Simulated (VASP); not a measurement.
Here is a VASP 6.6.1 calculation.

INCAR

```
PREC = Accurate
ENCUT = 520
EDIFF = 1E-6
ISMEAR = -1
SIGMA = 0.08
LREAL = False
LASPH = True
NELM = 150
ALGO = Normal
ISIF = 2
LWAVE = False
LCHARG = True
ISPIN = 2
MAGMOM = 7
LORBIT = 11
LMAXMIX = 6
GGA = PE
LELF = True
LVHAR = True
NBANDS = 18
```

KPOINTS

```
Automatic mesh
0
Gamma
  14 14 14
```

Contents of POSCAR:

```
Eu
1.0
   -1.9193017825      1.9193017825      1.9193017825
    1.9193017825     -1.9193017825      1.9193017825
    1.9193017825      1.9193017825     -1.9193017825
Eu
1
Direct
    0.0000000000      0.0000000000      0.0000000000
```

Potentials or basis: VASP PAW PBE potentials, release 64 (Eu).

Launch:

```sh
$ cat potpaw_PBE.64/Eu/POTCAR > POTCAR
$ mpirun -np 1 vasp_std > vasp.out
```

Problem. Estimate the site moments.

Solution. Eu +6.64 μB.

Problem. Estimate the pressure.

Solution. 10.7 GPa.

Problem. Estimate the net moment.

Solution. 7.19 μB per cell.

 The state reached can hang on the start; a lower one may exist.
